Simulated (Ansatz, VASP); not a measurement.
**One calculation of InGaAs2, two programs**

Contents of POSCAR:

```
InGaAs2
1.0
    4.3609462764      0.0000000000      0.0000000000
    0.0000000000      4.3609462764      0.0000000000
    0.0000000000      0.0000000000      5.6261874985
In Ga As
1 1 2
Direct
    0.0000000000      0.0000000000      0.5000000000
    0.5000000000      0.5000000000      0.0000000000
    0.5000000000      0.0000000000      0.7698871174
    0.0000000000      0.5000000000      0.2301128826
```

INCAR.step1

```
SYSTEM = InGaAs2
PREC = Accurate
ENCUT = 520
ISMEAR = 0
SIGMA = 0.03
LREAL = .FALSE.
LASPH = .TRUE.
NELM = 60
NBANDS = 26
GGA = PE
ALGO = Normal
EDIFF = 1E-4
LWAVE = .TRUE.
LCHARG = .FALSE.
```

INCAR.step2

```
SYSTEM = InGaAs2
PREC = Accurate
ENCUT = 520
EDIFF = 1E-7
ISMEAR = 0
SIGMA = 0.03
LREAL = .FALSE.
LASPH = .TRUE.
NELM = 60
ALGO = Normal
ISIF = 2
LWAVE = .FALSE.
LCHARG = .FALSE.
METAGGA = R2SCAN
LMIXTAU = .TRUE.
NBANDS = 26
ISTART = 1
```

KPOINTS

```
Automatic mesh
0
G
  8 8 6
  0 0 0
```

Input for Ansatz:

```yaml
crystal:
  lattice:
    - [4.3609462764, 0.0, 0.0]
    - [0.0, 4.3609462764, 0.0]
    - [0.0, 0.0, 5.6261874985]
  atoms:
    - { symbol: In, position: [0.0, 0.0, 0.5] }
    - { symbol: Ga, position: [0.5, 0.5, 0.0] }
    - { symbol: As, position: [0.5, 0.0, 0.7698871174] }
    - { symbol: As, position: [0.0, 0.5, 0.2301128826] }
basis:
  ecutwfc: 500
kpoints:
  mp_grid: { grid: [8, 8, 6] }
hamiltonian:
  xc: r2scan
scf:
  occupations: { method: gaussian, width: 0.03 }
output:
  forces: true
  stress: true
  eigenvalues: true
```

Change from the starting cell: strain +0.050 along x and y, -0.050 along z, atoms carried along.

Alike in both runs: task single point; functional r2SCAN; k mesh 8 × 8 × 6; occupations gaussian, width 0.03 eV; no spin polarisation.

|  | VASP | Ansatz |
| --- | --- | --- |
| version | VASP 6.6.1 | Ansatz 0.2.0 |
| potentials or method | VASP PAW PBE potentials, release 64 (In_d, Ga_d, As), cutoff 520 eV | scalar-relativistic, plane waves, PAW |
| valence electrons in the cell | 36 | 56 |

VASP gave:

| Property | Result |
| --- | --- |
| gap on the k mesh at the Fermi level (eV) | 0.17 |
| least direct gap on the mesh (eV) | 0.17 |
| pressure (GPa) | -2.7 |
| traceless stress, the component that is largest in VASP (GPa) | 2.63 |
| rms of the force components (eV/Å) | 0.005 |

Question: What did Ansatz give for the same quantities?

Answer: gap on the k mesh at the Fermi level (eV): 0.15; least direct gap on the mesh (eV): 0.15; pressure (GPa): -2.7; traceless stress, the component that is largest in VASP (GPa): 2.67; rms of the force components (eV/Å): 0.005.

VASP's potentials were made for PBE, not for r2SCAN. Atom by atom the forces differ by 0.001 eV/Å (rms over components). The functional is the same, so the differences come from potentials, cutoffs and numerics. VASP's potentials hold 36 valence electrons a cell and Ansatz's 56, so a difference there can come from the potentials and not from the codes.
